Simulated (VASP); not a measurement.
Input of a VASP 6.6.1 run:

Contents of INCAR:

```
PREC     = Accurate       # precision mode
ENCUT    = 520            # plane-wave cutoff, eV
EDIFF    = 1E-8           # SCF threshold, eV
ISMEAR   = 0              # smearing method
SIGMA    = 0.01           # smearing width, eV
LREAL    = False          # projectors in reciprocal space
LASPH    = True           # aspherical terms in the spheres
NELM     = 100            # most SCF steps
ALGO     = Normal         # electronic algorithm
ISIF     = 2              # what is computed and relaxed
LWAVE    = False          # write WAVECAR
LCHARG   = False          # write CHGCAR
GGA      = CA             # functional
IBRION   = 8              # ionic algorithm
NSW      = 1              # ionic steps
LEPSILON = True           # dielectric tensor by DFPT
```

Contents of KPOINTS:

```
regular mesh
0
Gamma
  9 9 4
```

Contents of POSCAR:

```
AlN
1.0
    3.0886447106      0.0000000000      0.0000000000
   -1.5443223553      2.6748447827      0.0000000000
    0.0000000000      0.0000000000      4.9430764346
Al N
2 2
Direct
    0.6666666667      0.3333333333      0.4990076321
    0.3333333333      0.6666666667      0.9990076321
    0.6666666667      0.3333333333      0.8809923679
    0.3333333333      0.6666666667      0.3809923679
```

Potentials or basis: VASP PAW LDA potentials, release 64 (Al, N).

Launch:

```bash
$ cat potpaw_LDA.64/Al/POTCAR potpaw_LDA.64/N/POTCAR > POTCAR
$ mpirun -np 1 vasp_std > vasp.out
```

Problem. Estimate the electronic dielectric tensor (diagonal).

Solution. 4.40, 4.40, 4.62.

Problem. Predict the Born charges (mean of the diagonal).

Solution. Al +2.56; N -2.56 e.

Problem. What does it give for the highest phonon frequency at Γ, LO-TO splitting left out?

Solution. 735 cm⁻¹.

Phonon frequencies in cm⁻¹ (negative: imaginary):
| q point | frequencies |
| --- | --- |
| (0.000, 0.000, 0.000) | 0 0 0 239 239 555 626 674 674 685 685 735 |
